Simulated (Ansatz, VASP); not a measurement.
# TiCo2: VASP beside Ansatz

```
CELL_PARAMETERS angstrom
0.00000 3.27661 3.27661
3.27661 0.00000 3.27661
3.27661 3.27661 0.00000
ATOMIC_POSITIONS crystal
Ti 0.50000 0.50000 0.50000
Ti 0.75000 0.75000 0.75000
Co 0.12500 0.12500 0.12500
Co 0.62500 0.12500 0.12500
Co 0.12500 0.12500 0.62500
Co 0.12500 0.62500 0.12500
```

Alike in both runs: functional PBEsol; k mesh 10 × 10 × 10; occupations gaussian, width 0.1 eV; collinear spin.

Ansatz relaxed the structure, and its values are those at the end. VASP's run is a single point on that final structure, the one shown.

|  | VASP | Ansatz |
| --- | --- | --- |
| version | VASP 6.6.1 | Ansatz 0.2.0 |
| potentials or method | VASP PAW PBE potentials, release 64 (Ti_sv, Co), cutoff 520 eV | scalar-relativistic, plane waves, PAW |
| valence electrons in the cell | 60 | 92 |

|  | VASP | Ansatz | Ansatz less VASP |
| --- | --- | --- | --- |
| gap on the k mesh at the Fermi level (eV) | none | none | - |
| pressure (GPa) | -0.7 | 0.0 | +0.70 |
| net moment per atom (μB) | 0.00 | 0.00 | 0.000 |

VASP's potentials were made for PBE, not for PBEsol. A gap of «none» marks a metal or a gap that the smearing closes. VASP's potentials hold 60 valence electrons a cell and Ansatz's 92, so a difference there can come from the potentials and not from the codes. Ansatz's warnings: seeded moment not kept.
